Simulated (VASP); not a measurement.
# In2SbSe3 (R-3m) in VASP: single point with PBE

Aim: the single point of In2SbSe3 with PBE.

Program: VASP 6.6.1. These are calculated values, not measurements. Logs are shortened: lines on timing, memory, paths and dates and some standing lists are left out, and cuts for length are marked.

### 1 The cell of the first run

Symmetry: R-3m, No. 166, trigonal system. The conventional cell has a = 6.082 Å, b = 6.082 Å, c = 14.993 Å, α = 90.00°, β = 90.00°, γ = 120.00°. In (site symmetry 3m) has 4 In at 3.47 to 3.83 Å and 9 Se at 3.50 to 3.71 Å and 3 Sb at 3.59 Å within 4.6 Å. Within 4.0 Å of Sb (site symmetry -3m) lie 6 Se at 3.05 Å and 6 In at 3.59 Å. Se (site symmetry 2/m) has 4 Se at 3.04 Å and 2 Sb at 3.05 Å and 6 In at 3.50 to 3.71 Å within 4.0 Å.

The cell was generated, and may not be a known phase.

### 2 Single point, PBE

INCAR reads:

```
SYSTEM = In2SbSe3
PREC     = Accurate       ! precision mode
ENCUT    = 520            ! plane-wave cutoff, eV
EDIFF    = 1E-7           ! SCF threshold, eV
ISMEAR   = 0              ! smearing method
SIGMA    = 0.1            ! smearing width, eV
LREAL    = .False.        ! projectors in reciprocal space
LASPH    = .True.         ! aspherical terms in the spheres
NELM     = 80             ! most SCF steps
ALGO     = Normal         ! electronic algorithm
ISIF     = 2              ! what is computed and relaxed
LWAVE    = .False.        ! write WAVECAR
LCHARG   = .False.        ! write CHGCAR
GGA      = PE             ! functional
NBANDS   = 34             ! bands
```

KPOINTS reads:

```
Automatic mesh
0
Gamma
  12 12 12
  0 0 0
```

POSCAR reads:

```
In2SbSe3
1.0
    3.0410575399      1.7557553876      4.9976793869
   -3.0410575399      1.7557553876      4.9976793869
    0.0000000000     -3.5115107802      4.9976793852
In Sb Se
2 1 3
Direct
    0.6155547242      0.6155547242      0.6155547242
    0.3844452758      0.3844452758      0.3844452758
    0.0000000000      0.0000000000      0.0000000000
    0.0000000000      0.5000000000      0.0000000000
    0.5000000000      0.0000000000      0.0000000000
    0.0000000000      0.0000000000      0.5000000000
```

Potentials or basis: VASP PAW PBE potentials, release 64 (In_d, Sb, Se).

On the command line:

```
$ cat potpaw_PBE.64/In_d/POTCAR potpaw_PBE.64/Sb/POTCAR potpaw_PBE.64/Se/POTCAR > POTCAR
$ mpirun -np 1 vasp_std > vasp.out
```

OUTCAR:

```text
SYSTEM = In2SbSe3
   PREC = Accurate
   ENCUT = 520
   EDIFF = 1E-7
   ISMEAR = 0
   LREAL = .False.
   LASPH = .True.
   NELM = 80
   ISIF = 2
   GGA = PE

 ion  position               nearest neighbor table
   1  0.616  0.616  0.616-   2 3.47   3 3.59   3 3.59   3 3.59   2 3.83   2 3.83   2 3.83
   2  0.384  0.384  0.384-   1 3.47   3 3.59   3 3.59   3 3.59   1 3.83   1 3.83   1 3.83
   3  0.000  0.000  0.000-   4 3.05   5 3.05   4 3.05   5 3.05   6 3.05   6 3.05   2 3.59   1 3.59
                             2 3.59   1 3.59   2 3.59   1 3.59
   4  0.000  0.500  0.000-   3 3.05   3 3.05
   5  0.500  0.000  0.000-   3 3.05   3 3.05
   6  0.000  0.000  0.500-   3 3.05   3 3.05

  LATTYP: Found a trigonal (rhomboedric) cell.
 ALAT       =     6.1079871641
 COS(alpha) =     0.5042268082

  Lattice vectors:

 A1 = (   3.0410575399,   1.7557553876,   4.9976793869)
 A2 = (  -3.0410575399,   1.7557553876,   4.9976793869)
 A3 = (   0.0000000000,  -3.5115107802,   4.9976793852)

Analysis of symmetry for initial positions (statically):
=====================================================================
 Subroutine PRICEL returns:
 Original cell was already a primitive cell.

 Routine SETGRP: Setting up the symmetry group for a
 trigonal (rhombohedral) supercell.

 Subroutine GETGRP returns: Found 12 space group operations
 (whereof 12 operations were pure point group operations)
 out of a pool of 12 trial point group operations.

The static configuration has the point symmetry D_3d.

Analysis of symmetry for dynamics (positions and initial velocities):
=====================================================================
 Subroutine PRICEL returns:
 Original cell was already a primitive cell.

 Routine SETGRP: Setting up the symmetry group for a
 trigonal (rhombohedral) supercell.

 Subroutine GETGRP returns: Found 12 space group operations
 (whereof 12 operations were pure point group operations)
 out of a pool of 12 trial point group operations.

The dynamic configuration has the point symmetry D_3d.

 Subroutine INISYM returns: Found 12 space group operations
 (whereof 12 operations are pure point group operations),
 and found     1 'primitive' translations

----------------------------------------------------------------------------------------

                                     Primitive cell

  volume of cell :     160.1063

  direct lattice vectors                    reciprocal lattice vectors
     3.041057540  1.755755388  4.997679387     0.164416488  0.094925903  0.066697623
    -3.041057540  1.755755388  4.997679387    -0.164416488  0.094925903  0.066697623
     0.000000000 -3.511510780  4.997679385     0.000000000 -0.189851807  0.066697622

  length of vectors
     6.107987164  6.107987164  6.107987164     0.201226940  0.201226940  0.201226940

  position of ions in fractional coordinates (direct lattice)
     0.615554724  0.615554724  0.615554724
     0.384445276  0.384445276  0.384445276
     0.000000000  0.000000000  0.000000000
     0.000000000  0.500000000  1.000000000
     0.500000000  0.000000000  1.000000000
     1.000000000  1.000000000  0.500000000

  ion indices of the primitive-cell ions
   primitive index   ion index
                 1           1
                 2           2
                 3           3
                 4           4
                 5           5
                 6           6

----------------------------------------------------------------------------------------

 KPOINTS: Automatic mesh

Automatic generation of k-mesh.
 Grid dimensions read from file:
 generate k-points for:   12   12   12

 Generating k-lattice:

  Cartesian coordinates                     Fractional coordinates (reciprocal lattice)
     0.013701374  0.007910492  0.005558135     0.083333333  0.000000000  0.000000000
    -0.013701374  0.007910492  0.005558135     0.000000000  0.083333333  0.000000000
     0.000000000 -0.015820984  0.005558135    -0.000000000 -0.000000000  0.083333333

  Length of vectors
     0.016768912  0.016768912  0.016768912

  Shift w.r.t. Gamma in fractional coordinates (k-lattice)
     0.000000000  0.000000000  0.000000000

 Subroutine IBZKPT returns following result:
 ===========================================

 Found    189 irreducible k-points:

 Following reciprocal coordinates:
            Coordinates               Weight
  0.000000  0.000000  0.000000      1.000000
  0.083333  0.000000 -0.000000      6.000000
  0.166667  0.000000  0.000000      6.000000
  0.250000  0.000000  0.000000      6.000000
  0.333333  0.000000  0.000000      6.000000
  0.416667 -0.000000  0.000000      6.000000
[... 16 lines left out ...]
  0.500000  0.166667  0.000000     12.000000
 -0.416667  0.166667  0.000000     12.000000
 [... further k-points ...]
   k-points           NKPTS =    189   k-points in BZ     NKDIM =    189   number of bands    NBANDS=     34
   number of dos      NEDOS =    301   number of ions     NIONS =      6
   total plane-waves  NPLWV = 110592
   dimension x,y,z NGX =    48 NGY =   48 NGZ =   48
   dimension x,y,z NGXF=    96 NGYF=   96 NGZF=   96
   ions per type =               2   1   3
   NGX,Y,Z   is equivalent  to a cutoff of  13.06, 13.06, 13.06 a.u.
   NGXF,Y,Z  is equivalent  to a cutoff of  26.13, 26.13, 26.13 a.u.
 SYSTEM =  In2SbSe3
   PREC   = accura    normal or accurate (medium, high low for compatibility)
   ISTART =      0    job   : 0-new  1-cont  2-samecut
   ICHARG =      2    charge: 1-file 2-atom 10-const
   ISPIN  =      1    spin polarized calculation?
   LNONCOLLINEAR =      F non collinear calculations
   LSORBIT =      F    spin-orbit coupling
   LASPH  =      T    aspherical Exc in radial PAW
   ENCUT  =  520.0 eV  38.22 Ry    6.18 a.u.  11.36 11.36 11.36*2*pi/ulx,y,z
   NELM   =     80;   NELMIN=  2; NELMDL= -5     # of ELM steps
   EDIFF  = 0.1E-06   stopping-criterion for ELM
   LREAL  =      F    real-space projection
   EDIFFG = 0.1E-05   stopping-criterion for IOM
   NSW    =      0    number of steps for IOM
   IBRION =     -1    ionic relax: 0-MD 1-quasi-New 2-CG
   NFREE  =      0    steps in history (QN), initial steepest desc. (CG)
   ISIF   =      2    stress and relaxation
   ISYM   =      2    0-nonsym 1-usesym 2-fastsym
   POTIM  = 0.5000    time-step for ionic-motion
   TEBEG  =    0.0;   TEEND  =   0.0 temperature during run
   PSTRESS=    0.0 pullay stress
   NELECT =      49.0000    total number of electrons
   NUPDOWN=      -1.0000    fix difference up-down
   EMIN   =  10.00;   EMAX   =-10.00  energy-range for DOS
   EFERMI =   0.00;   METHOD = LEGACY
   ISMEAR =     0;   SIGMA  =   0.10  broadening in eV -4-tet -1-fermi 0-gaus
   EFERMI_NEDOS =   21; number of points for ismear=-14 and -15
   IALGO  =     38    algorithm
   IMIX   =      4    mixing-type and parameters
     AMIX     =   0.40;   BMIX     =  1.00
     AMIX_MAG =   1.60;   BMIX_MAG =  1.00
  volume/ion in A,a.u.               =      26.68       180.08
  Fermi-wavevector in a.u.,A,eV,Ry     =   1.103242  2.084825 16.560233  1.217143
  Thomas-Fermi vector in A             =   2.239697
   LORBIT       =      0    0 simple, 1 ext, 2 COOP (PROOUT), +10 PAW based schemes
   GGA     = PE    functional components
   LHFCALC =     F    Hartree Fock is set to
   AEXX    =    0.0000 exact exchange contribution
   IVDW    =     0    specifies the selected vdW correction
   LEPSILON=     F    determine dielectric tensor
   LRPA    =     F    only Hartree local field effects (RPA)
 non-spin polarized calculation
 Gauss-broadening in eV      SIGMA  =   0.10
  energy-cutoff  :      520.00
  volume of cell :      160.11
 maximum number of plane-waves:      4337
 NGX is ok and might be reduce to    48
   NGX = 23   NGY = 23   NGZ = 23

 number of electron      48.9999997 magnetization

 Free energy of the ion-electron system (eV)
  ---------------------------------------------------
  ext. energy  EPLUGINS =         0.00000000
  ---------------------------------------------------
  free energy    TOTEN  =       -18.98679843 eV

  energy without entropy =      -18.97302494  energy(sigma->0) =      -18.97991168

 E-fermi :   5.5915     XC(G=0):  -9.7022

 val. band max:        5.5880110765   @ k =  -0.2500   0.3333   0.2500
 cond. band min:       5.5989290906   @ k =  -0.4167   0.5000   0.0833
 fundamental gap:      0.0109180141
 Fermi energy:         5.5915449630

 k-point     1 :       0.0000    0.0000    0.0000
  band No.  band energies     occupation
      1      -9.0383      2.00000
      2      -9.0045      2.00000
      3      -9.0045      2.00000
      4      -9.0038      2.00000
      5      -9.0038      2.00000
      6      -8.9518      2.00000
[... 26 lines left out ...]
     33      11.8199      0.00000
     34      11.8200      0.00000

 k-point     2 :       0.0833    0.0000   -0.0000
  band No.  band energies     occupation
      1      -9.0388      2.00000
      2      -9.0084      2.00000
      3      -9.0074      2.00000
      4      -9.0029      2.00000
      5      -8.9995      2.00000
      6      -8.9605      2.00000
[... 26 lines left out ...]
     33      11.6691      0.00000
     34      11.6720      0.00000

 k-point     3 :       0.1667    0.0000    0.0000
  band No.  band energies     occupation
      1      -9.0402      2.00000
      2      -9.0134      2.00000
      3      -9.0113      2.00000
      4      -8.9995      2.00000
      5      -8.9956      2.00000
      6      -8.9621      2.00000
[... 26 lines left out ...]
     33      11.3982      0.00000
     34      11.4486      0.00000

 k-point     4 :       0.2500    0.0000    0.0000
  band No.  band energies     occupation
      1      -9.0416      2.00000
      2      -9.0190      2.00000
      3      -9.0120      2.00000
      4      -8.9957      2.00000
      5      -8.9937      2.00000
      6      -8.9629      2.00000
[... 26 lines left out ...]
     33      11.0691      0.00000
     34      11.1299      0.00000

 k-point     5 :       0.3333    0.0000    0.0000
  band No.  band energies     occupation
      1      -9.0421      2.00000
      2      -9.0238      2.00000
      3      -9.0106      2.00000
      4      -8.9945      2.00000
      5      -8.9923      2.00000
      6      -8.9643      2.00000
[... 621 lines left out ...]
 k-point    22 :       0.4167    0.1667    0.0000
  band No.  band energies     occupation
      1      -9.0443      2.00000
      2      -9.0308      2.00000
      3      -9.0180      2.00000
      4      -8.9917      2.00000
      5      -8.9811      2.00000
      6      -8.9695      2.00000
[... 26 lines left out ...]
     33      10.2905      0.00000
     34      10.3583      0.00000

 k-point    23 :       0.5000    0.1667    0.0000
  band No.  band energies     occupation
      1      -9.0470      2.00000
      2      -9.0289      2.00000
      3      -9.0157      2.00000
      4      -8.9937      2.00000
      5      -8.9803      2.00000
      6      -8.9672      2.00000
[... 26 lines left out ...]
     33      10.0078      0.00000
     34      10.1398      0.00000

 k-point    24 :      -0.4167    0.1667    0.0000
  band No.  band energies     occupation
      1      -9.0492      2.00000
      2      -9.0251      2.00000
      3      -9.0119      2.00000
      4      -8.9965      2.00000
      5      -8.9821      2.00000
      6      -8.9647      2.00000
[... 26 lines left out ...]
     33       9.9418      0.00000
     34      10.2979      0.00000

 [... further k-points ...]
[... 5 lines left out ...]
  --------------------------------------------------------------------------------------
  -------------------------------------------------------------------------------------
  Total       -0.0429306     -0.0429306     -0.0649716      0.0000000      0.0000000     -0.0000000
  in kB       -0.4296047     -0.4296047     -0.6501682      0.0000000      0.0000000     -0.0000000
  external PRESSURE =      -0.5031258 kB  Pullay stress =       0.0000000 kB

 VOLUME and BASIS-vectors are now :
 -----------------------------------------------------------------------------
  energy-cutoff  :      520.00
  volume of cell :      160.11
      direct lattice vectors                 reciprocal lattice vectors
     3.041057540  1.755755388  4.997679387     0.164416488  0.094925903  0.066697623
    -3.041057540  1.755755388  4.997679387    -0.164416488  0.094925903  0.066697623
     0.000000000 -3.511510780  4.997679385     0.000000000 -0.189851807  0.066697622

 POSITION                                       TOTAL-FORCE (eV/Angst)
 -----------------------------------------------------------------------------------
      0.00000     -0.00000      9.22904         0.000000     -0.000000      0.000668
      0.00000     -0.00000      5.76400         0.000000      0.000000     -0.000668
      0.00000      0.00000      0.00000         0.000000     -0.000000     -0.000000
     -1.52053      0.87788      2.49884        -0.000000     -0.000000     -0.000000
      1.52053      0.87788      2.49884         0.000000     -0.000000     -0.000000
      0.00000     -1.75576      2.49884         0.000000     -0.000000      0.000000
 -----------------------------------------------------------------------------------
    total drift:                                0.000000      0.000000      0.000000

  FREE ENERGIE OF THE ION-ELECTRON SYSTEM (eV)
  ---------------------------------------------------
  free  energy   TOTEN  =       -18.9867984279 eV

  energy  without entropy=      -18.9730249361  energy(sigma->0) =      -18.97991168
```

It took 33 min on 1 thread of Intel Xeon 8259CL, shared host; peak memory 1 GiB.

Results:

| Item | Value |
| --- | --- |
| Free energy | -18.9868 eV |
| Pressure | -0.1 GPa |
| Band gap on the k mesh | zero (an odd number of electrons rules out a gap without spin polarisation) |

Caveat: spin-orbit coupling is left out, which moves the levels of the heavy elements.
